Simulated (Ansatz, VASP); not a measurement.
## Two plane-wave programs on Ta3AlN4

The input INCAR:

```
SYSTEM = Ta3AlN4
ALGO = Normal
EDIFF = 1E-6
EDIFFG = -0.04
ENCUT = 600
GGA = PE
IBRION = 2
ISIF = 3
ISMEAR = 0
LASPH = .True.
LCHARG = .False.
LREAL = .False.
LWAVE = .False.
NELM = 80
NSW = 90
PREC = Accurate
SIGMA = 0.1
```

The input KPOINTS:

```
k-points
0
Gamma
  6 6 2
  0 0 0
```

Contents of POSCAR:

```
Ta3AlN4
1.0
    3.3573092400      0.0000000000      0.0000000000
    0.0000000000      3.3573092400      0.0000000000
    0.0000000000      0.0000000000      9.4959045300
Ta Al N
3 1 4
Direct
    0.0000000000      0.0000000000      0.7500000000
    0.5000000000      0.5000000000      0.0000000000
    0.0000000000      0.0000000000      0.2500000000
    0.5000000000      0.5000000000      0.5000000000
    0.0000000000      0.0000000000      0.0000000000
    0.5000000000      0.5000000000      0.2500000000
    0.0000000000      0.0000000000      0.5000000000
    0.5000000000      0.5000000000      0.7500000000
```

Input for Ansatz:

```yaml
crystal:
  lattice:
    - [3.35730924, 0.0, 0.0]
    - [0.0, 3.35730924, 0.0]
    - [0.0, 0.0, 9.49590453]
  atoms:
    - { symbol: Ta, position: [0.0, 0.0, 0.75] }
    - { symbol: Ta, position: [0.5, 0.5, 0.0] }
    - { symbol: Ta, position: [0.0, 0.0, 0.25] }
    - { symbol: Al, position: [0.5, 0.5, 0.5] }
    - { symbol: "N", position: [0.0, 0.0, 0.0] }
    - { symbol: "N", position: [0.5, 0.5, 0.25] }
    - { symbol: "N", position: [0.0, 0.0, 0.5] }
    - { symbol: "N", position: [0.5, 0.5, 0.75] }
basis:
  ecutwfc: 420
kpoints:
  mp_grid: { grid: [6, 6, 2] }
hamiltonian:
  xc: pbe
scf:
  occupations: { method: gaussian, width: 0.1 }
  lower_state_search: "off"
output:
  forces: true
  stress: true
  eigenvalues: true
relax:
  adjacent_minimum: "off"
  f_tol: 0.04
  max_steps: 70
  cell: { stress_tol: 0.4 }
```

Alike in both runs: task relaxation of cell and atoms; functional PBE; k mesh 6 × 6 × 2; occupations gaussian, width 0.1 eV; no spin polarisation.

```csv
,VASP,Ansatz
version,VASP 6.6.1,Ansatz 0.2.0
potentials or method,"VASP PAW PBE potentials, release 64 (Ta_pv, Al, N), cutoff 600 eV","scalar-relativistic, plane waves, PAW"
valence electrons in the cell,56,62
```

```csv
,VASP,Ansatz,Ansatz less VASP
"gap on the k mesh at the Fermi level, each at its own relaxed structure (eV)",none,none,-
relaxed volume (Å³/atom),10.39,10.38,-0.018
relaxed length of the cell vector where the two differ most in proportion (Å),3.085,3.083,-0.0022
```

A gap of «none» marks a metal or a gap that the smearing closes. VASP's potentials hold 56 valence electrons a cell and Ansatz's 62, so a difference there can come from the potentials and not from the codes.

Spin-orbit coupling is off throughout. Noted on VASP's run: the volume moved by over 15 % at a fixed basis, so the end points are rough.
